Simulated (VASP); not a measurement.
Wanted: the native input for a VASP 6.6.1 run.

```yaml
Task: relaxation of the atoms
Functional: PBE
Potentials_or_basis: VASP PAW PBE potentials, release 64 (Zn, S)
Cutoff: 520 eV
k_mesh: 13 × 13 × 7
Occupations: fermi-dirac, width 0.02 eV
Spin: no spin polarisation
Dipole_correction: no
Further_INCAR_settings: ALGO = Normal; EDIFF = 1e-06; IBRION = 2; EDIFFG = -0.02; NSW = 80
```

The structure of ZnS lies in POSCAR:

```
ZnS
1.0
    3.7446638178      0.0000000000      0.0000000000
   -1.8723319089      3.2429739948      0.0000000000
    0.0000000000      0.0000000000      6.1328947508
Zn S
2 2
Direct
    0.3333333333      0.6666666667      0.0000000000
    0.6666666667      0.3333333333      0.5000000000
    0.3333333333      0.6666666667      0.3748000000
    0.6666666667      0.3333333333      0.8748000000
```

These files were run (other wordings do the same):

INCAR

```
SYSTEM = ZnS
PREC = Accurate ; ENCUT = 520
EDIFF = 1E-6 ; ISMEAR = -1
SIGMA = 0.02 ; LREAL = .False.
LASPH = .True. ; NELM = 100
ALGO = Normal ; ISIF = 2
LWAVE = .False. ; LCHARG = .False.
GGA = PE ; IBRION = 2
NSW = 80 ; EDIFFG = -0.02
```

KPOINTS

```
regular mesh
0
Gamma
  13 13 7
  0 0 0
```

Potentials or basis: VASP PAW PBE potentials, release 64 (Zn, S).

Command:

```console
$ cat potpaw_PBE.64/Zn/POTCAR potpaw_PBE.64/S/POTCAR > POTCAR
$ mpirun -np 1 vasp_std > vasp.out
```

It gave:

```
Pressure after relaxing      : 6.9 GPa
Largest force after relaxing : 0.020 eV/Å
Band gap on the k mesh       : 2.46 eV
```

Caveat: the relaxation stopped at its first step, so nothing moved; an odd mesh through Γ misses points on the zone boundary, where band edges can lie.

It took 2.4 min on 1 thread of Oxide Virtual Turin-like Processor (shared host), peak memory 0.23 GiB.
